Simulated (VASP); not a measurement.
# Li3S2 (P1) in VASP: relaxation of cell and atoms with PBE

Aim: the relaxation of cell and atoms of Li3S2 with PBE.

Program: VASP 6.6.1. These are calculated values, not measurements. Logs are shortened: lines on timing, memory, paths and dates and some standing lists are left out, and cuts for length are marked.

### Step 1. The cell of the first run

The typed cell holds 5 atoms: a = 4.166 Å, b = 4.077 Å, c = 5.527 Å, α = 90.58°, β = 91.67°, γ = 120.12°.

### Step 2. Relaxation of cell and atoms, PBE

Input file INCAR:

```
SYSTEM = Li3S2
PREC = Accurate ; ENCUT = 600
EDIFF = 1E-6 ; ISMEAR = 0
SIGMA = 0.1 ; LREAL = .False.
LASPH = .True. ; NELM = 60
ALGO = Normal ; ISIF = 3
LWAVE = .False. ; LCHARG = .False.
GGA = PE ; IBRION = 2
NSW = 100 ; EDIFFG = -0.015
```

Input file KPOINTS:

```
Automatic mesh
0
Gamma
  6 6 4
  0 0 0
```

Input file POSCAR:

```
Li3S2
1.0
    4.1650601189      0.0210491837     -0.0602223090
   -2.0643009316      3.5152590566     -0.0209498054
   -0.0811035904     -0.0794037515      5.5261684986
Li S
3 2
Direct
    0.0332675249      0.0389700450     -0.0375756629
    0.3340664894      0.6862814176      0.6850650504
    0.6703201736      0.3188917415      0.3340650755
    0.3157947237      0.6422319772      0.2479276405
    0.6465510884      0.3136248187      0.7705178965
```

Potentials or basis: VASP PAW PBE potentials, release 64 (Li_sv, S).

Launch:

```
> cat potpaw_PBE.64/Li_sv/POTCAR potpaw_PBE.64/S/POTCAR > POTCAR
> mpirun -np 1 vasp_std > vasp.out
```

OUTCAR:

```text
SYSTEM = Li3S2
   PREC = Accurate
   ENCUT = 600
   EDIFF = 1E-6
   ISMEAR = 0
   LREAL = .False.
   LASPH = .True.
   NELM = 60
   ISIF = 3
   GGA = PE
   IBRION = 2
   NSW = 100
   EDIFFG = -0.015

 ion  position               nearest neighbor table
   1  0.033  0.039  0.962-   5 2.49   5 2.59   4 2.61
   2  0.334  0.686  0.685-   5 2.25   4 2.42   5 2.49   5 2.54
   3  0.670  0.319  0.334-   4 2.39   5 2.42   4 2.42   4 2.46
   4  0.316  0.642  0.248-   3 2.39   2 2.42   3 2.42   3 2.46   1 2.61
   5  0.647  0.314  0.771-   2 2.25   3 2.42   2 2.49   1 2.49   2 2.54   1 2.59

  LATTYP: Found a triclinic cell.
 ALAT       =     4.0766191220
 B/A-ratio  =     2.1669054306
 C/A-ratio  =     1.0218145305
 COS(alpha) =     0.0099421380
 COS(beta)  =     0.5018847056
 COS(gamma) =     0.6799923618

  Lattice vectors:

 A1 = (   2.0643009316,  -3.5152590566,   0.0209498054)
 A2 = (   0.0446453347,  -6.9721635454,  -5.4240465788)
 A3 = (   4.1650601189,   0.0210491837,  -0.0602223090)

Analysis of symmetry for initial positions (statically):
=====================================================================
 Subroutine PRICEL returns:
 Original cell was already a primitive cell.

 Routine SETGRP: Setting up the symmetry group for a
 triclinic supercell.

 Subroutine GETGRP returns: Found  1 space group operations
 (whereof  1 operations were pure point group operations)
 out of a pool of  2 trial point group operations.

The static configuration has the point symmetry C_1 .

Analysis of symmetry for dynamics (positions and initial velocities):
=====================================================================
 Subroutine PRICEL returns:
 Original cell was already a primitive cell.

 Routine SETGRP: Setting up the symmetry group for a
 triclinic supercell.

 Subroutine GETGRP returns: Found  1 space group operations
 (whereof  1 operations were pure point group operations)
 out of a pool of  2 trial point group operations.

The dynamic configuration has the point symmetry C_1 .

 Subroutine INISYM returns: Found  1 space group operations
 (whereof  1 operations are pure point group operations),
 and found     1 'primitive' translations

----------------------------------------------------------------------------------------

                                     Primitive cell

  volume of cell :      81.1163

  direct lattice vectors                    reciprocal lattice vectors
     4.165060119  0.021049184 -0.060222309     0.239461776  0.140654537  0.005535428
    -2.064300932  3.515259057 -0.020949805    -0.001375056  0.283690740  0.004056081
    -0.081103590 -0.079403751  5.526168499     0.002604360  0.002608282  0.181032904

  length of vectors
     4.165548654  4.076619122  5.527333989     0.277770196  0.283723067  0.181070423

  position of ions in fractional coordinates (direct lattice)
     0.033267525  0.038970045  0.962424337
     0.334066489  0.686281418  0.685065050
     0.670320174  0.318891742  0.334065075
     0.315794724  0.642231977  0.247927641
     0.646551088  0.313624819  0.770517897

  ion indices of the primitive-cell ions
   primitive index   ion index
                 1           1
                 2           2
                 3           3
                 4           4
                 5           5

----------------------------------------------------------------------------------------

 KPOINTS: Automatic mesh

Automatic generation of k-mesh.
 Grid dimensions read from file:
 generate k-points for:    6    6    4

 Generating k-lattice:

  Cartesian coordinates                     Fractional coordinates (reciprocal lattice)
     0.039910296  0.023442423  0.000922571     0.166666667  0.000000000  0.000000000
    -0.000229176  0.047281790  0.000676013    -0.000000000  0.166666667 -0.000000000
     0.000651090  0.000652071  0.045258226     0.000000000  0.000000000  0.250000000

  Length of vectors
     0.046295033  0.047287178  0.045267606

  Shift w.r.t. Gamma in fractional coordinates (k-lattice)
     0.000000000  0.000000000  0.000000000

 Subroutine IBZKPT returns following result:
 ===========================================

 Found     76 irreducible k-points:

 Following reciprocal coordinates:
            Coordinates               Weight
  0.000000  0.000000  0.000000      1.000000
  0.166667 -0.000000  0.000000      2.000000
  0.333333 -0.000000  0.000000      2.000000
  0.500000  0.000000  0.000000      1.000000
  0.000000  0.166667 -0.000000      2.000000
  0.166667  0.166667 -0.000000      2.000000
[... 16 lines left out ...]
  0.333333  0.000000  0.250000      2.000000
  0.500000 -0.000000  0.250000      2.000000
 [... further k-points ...]
   k-points           NKPTS =     76   k-points in BZ     NKDIM =     76   number of bands    NBANDS=     14
   number of dos      NEDOS =    301   number of ions     NIONS =      5
   total plane-waves  NPLWV =  62208
   dimension x,y,z NGX =    36 NGY =   36 NGZ =   48
   dimension x,y,z NGXF=    72 NGYF=   72 NGZF=   96
   ions per type =               3   2
   NGX,Y,Z   is equivalent  to a cutoff of  14.37, 14.68, 14.44 a.u.
   NGXF,Y,Z  is equivalent  to a cutoff of  28.74, 29.36, 28.87 a.u.
 SYSTEM =  Li3S2
   PREC   = accura    normal or accurate (medium, high low for compatibility)
   ISTART =      0    job   : 0-new  1-cont  2-samecut
   ICHARG =      2    charge: 1-file 2-atom 10-const
   ISPIN  =      1    spin polarized calculation?
   LNONCOLLINEAR =      F non collinear calculations
   LSORBIT =      F    spin-orbit coupling
   LASPH  =      T    aspherical Exc in radial PAW
   ENCUT  =  600.0 eV  44.10 Ry    6.64 a.u.   8.32  8.14 11.04*2*pi/ulx,y,z
   NELM   =     60;   NELMIN=  2; NELMDL= -5     # of ELM steps
   EDIFF  = 0.1E-05   stopping-criterion for ELM
   LREAL  =      F    real-space projection
   EDIFFG = -.1E-01   stopping-criterion for IOM
   NSW    =    100    number of steps for IOM
   IBRION =      2    ionic relax: 0-MD 1-quasi-New 2-CG
   NFREE  =      1    steps in history (QN), initial steepest desc. (CG)
   ISIF   =      3    stress and relaxation
   ISYM   =      2    0-nonsym 1-usesym 2-fastsym
   POTIM  = 0.5000    time-step for ionic-motion
   TEBEG  =    0.0;   TEEND  =   0.0 temperature during run
   PSTRESS=    0.0 pullay stress
   NELECT =      21.0000    total number of electrons
   NUPDOWN=      -1.0000    fix difference up-down
   EMIN   =  10.00;   EMAX   =-10.00  energy-range for DOS
   EFERMI =   0.00;   METHOD = LEGACY
   ISMEAR =     0;   SIGMA  =   0.10  broadening in eV -4-tet -1-fermi 0-gaus
   EFERMI_NEDOS =   21; number of points for ismear=-14 and -15
   IALGO  =     38    algorithm
   IMIX   =      4    mixing-type and parameters
     AMIX     =   0.40;   BMIX     =  1.00
     AMIX_MAG =   1.60;   BMIX_MAG =  1.00
  volume/ion in A,a.u.               =      16.22       109.48
  Fermi-wavevector in a.u.,A,eV,Ry     =   1.043387  1.971715 14.812058  1.088656
  Thomas-Fermi vector in A             =   2.178093
   LORBIT       =      0    0 simple, 1 ext, 2 COOP (PROOUT), +10 PAW based schemes
   GGA     = PE    functional components
   LHFCALC =     F    Hartree Fock is set to
   AEXX    =    0.0000 exact exchange contribution
   IVDW    =     0    specifies the selected vdW correction
   LEPSILON=     F    determine dielectric tensor
   LRPA    =     F    only Hartree local field effects (RPA)
 conjugate gradient relaxation of ions
 non-spin polarized calculation
 Gauss-broadening in eV      SIGMA  =   0.10
  energy-cutoff  :      600.00
  volume of cell :       81.12
 maximum number of plane-waves:      2724
 NGX is ok and might be reduce to    36
   NGX = 17   NGY = 17   NGZ = 23

--------------------------------------- Ionic step        1  -------------------------------------------

 number of electron      21.0000000 magnetization

 Free energy of the ion-electron system (eV)
  ---------------------------------------------------
  ext. energy  EPLUGINS =         0.00000000
  ---------------------------------------------------
  free energy    TOTEN  =       -18.78869570 eV

  energy without entropy =      -18.76462546  energy(sigma->0) =      -18.77666058

------------------------ aborting loop because EDIFF is reached ----------------------------------------

  FORCE on cell =-STRESS in cart. coord.  units (eV):
  Direction    XX          YY          ZZ          XY          YZ          ZX
  --------------------------------------------------------------------------------------
  -------------------------------------------------------------------------------------
  Total       -0.7790984      0.3740291      0.3791087      0.0314403      0.0815331     -0.3831385
  in kB      -15.3884488      7.3876775      7.4880067      0.6209972      1.6104100     -7.5676034
  external PRESSURE =      -0.1709216 kB  Pullay stress =       0.0000000 kB
[... 98 lines left out ...]
  FREE ENERGIE OF THE ION-ELECTRON SYSTEM (eV)
  ---------------------------------------------------
  free  energy   TOTEN  =       -18.8863003302 eV

  energy  without entropy=      -18.8676473466  energy(sigma->0) =      -18.87697384

[... ionic steps 4 to 22 ...]

--------------------------------------- Ionic step       23  -------------------------------------------

 number of electron      21.0000005 magnetization

------------------------ aborting loop because EDIFF is reached ----------------------------------------
[... 73 lines left out ...]
--------------------------------------- Ionic step       25  -------------------------------------------

 number of electron      21.0000008 magnetization

 Free energy of the ion-electron system (eV)
  ---------------------------------------------------
  ext. energy  EPLUGINS =         0.00000000
  ---------------------------------------------------
  free energy    TOTEN  =       -19.18674232 eV

  energy without entropy =      -19.18168075  energy(sigma->0) =      -19.18421153

 E-fermi :   3.0618     XC(G=0):  -8.7868

 val. band max:        3.0590821174   @ k =   0.0000   0.3333   0.2500
 cond. band min:       3.1089996982   @ k =   0.0000   0.1667   0.2500
 fundamental gap:      0.0499175809
 Fermi energy:         3.0618343437

 k-point     1 :       0.0000    0.0000    0.0000
  band No.  band energies     occupation
      1     -42.5757      2.00000
      2     -42.3530      2.00000
      3     -42.3325      2.00000
      4      -9.8021      2.00000
      5      -8.1027      2.00000
      6      -1.4940      2.00000
      7       0.8285      2.00000
      8       1.1560      2.00000
      9       1.3077      2.00000
     10       1.8191      2.00000
     11       4.1004      0.00000
     12       6.3355      0.00000
     13       6.8923      0.00000
     14       7.6902      0.00000
[... 377 lines left out ...]
      1     -42.5748      2.00000
      2     -42.3513      2.00000
      3     -42.3344      2.00000
      4      -9.3220      2.00000
      5      -8.5201      2.00000
      6      -1.0781      2.00000
      7      -0.6666      2.00000
      8       0.6224      2.00000
      9       1.0530      2.00000
     10       1.5616      2.00000
     11       2.9922      1.67554
     12       7.2730      0.00000
     13       7.5352      0.00000
     14       8.9034      0.00000

 [... further k-points ...]
[... 5 lines left out ...]
  --------------------------------------------------------------------------------------
  -------------------------------------------------------------------------------------
  Total        0.0042887      0.0091795      0.0272918     -0.0118161     -0.0079078     -0.0054976
  in kB        0.0879641      0.1882754      0.5597671     -0.2423545     -0.1621917     -0.1127582
  external PRESSURE =       0.2786689 kB  Pullay stress =       0.0000000 kB
[... 20 lines left out ...]
  FREE ENERGIE OF THE ION-ELECTRON SYSTEM (eV)
  ---------------------------------------------------
  free  energy   TOTEN  =       -19.1867423151 eV

  energy  without entropy=      -19.1816807501  energy(sigma->0) =      -19.18421153

 reached required accuracy - stopping structural energy minimisation
```

It took 18 min on 1 thread of Intel Xeon 6975P-C, shared host; peak memory 0.29 GiB.

Results:

```yaml
Free_energy: -19.1867 eV
Relaxed_volume: 15.62 Å³/atom
Relaxed_cell: a = 4.357 Å, b = 3.913 Å, c = 5.402 Å, α = 79.91°, β = 106.16°, γ = 117.83°
Space_group_after_relaxing_to_0.05_Å: P1 (No. 1)
Energy_gained_by_relaxing: 79.6 meV/atom
Ionic_steps: 25
Pressure_after_relaxing: 0.0 GPa
Largest_force_after_relaxing: 0.015 eV/Å
```

Forces on the atoms (eV/Å):
```
Li   0.009  0.010 -0.006
Li   0.008 -0.005 -0.009
Li  -0.008 -0.001  0.005
S   -0.004  0.001  0.003
S   -0.005 -0.005  0.006
```

Step by step:
| step | energy change (eV) | largest force (eV/Å) | pressure (GPa) | volume (Å³) |
| --- | --- | --- | --- | --- |
| 1 | 0.0000 | 0.7205 | -0.02 | 81.12 |
| 2 | -0.0533 | 0.4308 | -0.30 | 81.09 |
| 3 | -0.0976 | 0.2724 | -0.49 | 81.00 |
| 4 | -0.1190 | 0.2298 | -0.18 | 80.15 |
| 5 | -0.1502 | 0.2497 | 1.05 | 77.57 |
| 6 | -0.1663 | 0.2822 | 0.86 | 77.81 |
| 7 | -0.1894 | 0.3516 | 0.47 | 78.43 |
| 8 | -0.2077 | 0.2665 | 0.09 | 79.14 |
| 9 | -0.2285 | 0.2234 | -0.59 | 80.78 |
| 10 | -0.2299 | 0.2363 | -0.76 | 81.24 |
| 11 | -0.2518 | 0.2234 | -0.33 | 80.54 |
| 12 | -0.2758 | 0.2964 | 0.80 | 78.84 |
| 13 | -0.2958 | 0.2809 | 0.51 | 79.37 |
| 14 | -0.3240 | 0.2542 | -0.31 | 80.87 |
| 15 | -0.3503 | 0.2012 | -0.40 | 80.60 |
| 16 | -0.3661 | 0.1889 | -0.44 | 80.17 |
| 17 | -0.3845 | 0.1421 | 0.08 | 78.67 |
| 18 | -0.3877 | 0.1358 | 0.44 | 77.74 |
| 19 | -0.3944 | 0.0707 | -0.21 | 78.61 |
| 20 | -0.3944 | 0.0701 | -0.24 | 78.66 |
| 21 | -0.3970 | 0.0421 | 0.01 | 78.16 |
| 22 | -0.3971 | 0.0365 | 0.07 | 78.04 |
| 23 | -0.3977 | 0.0184 | 0.00 | 78.15 |
| 24 | -0.3978 | 0.0172 | -0.03 | 78.21 |
| 25 | -0.3980 | 0.0149 | 0.03 | 78.12 |

Final structure:
```cif
data_structure
_symmetry_space_group_name_H-M 'P 1'
_symmetry_Int_Tables_number 1
_cell_length_a 4.3567
_cell_length_b 3.9130
_cell_length_c 5.4022
_cell_angle_alpha 79.914
_cell_angle_beta 106.160
_cell_angle_gamma 117.828
_cell_volume 78.12
loop_
_atom_site_label
_atom_site_type_symbol
_atom_site_fract_x
_atom_site_fract_y
_atom_site_fract_z
_atom_site_occupancy
Li1 Li 0.99408 0.99570 0.00287 1
Li2 Li 0.31493 0.74493 0.68839 1
Li3 Li 0.68749 0.25643 0.31225 1
S1 S 0.28765 0.56109 0.24969 1
S2 S 0.71585 0.44186 0.74680 1
```

Caveat: the cutoff is under 1.25 times the usual one of these potentials, so pressure, stress and relaxed cells hold a basis-set (Pulay) error.
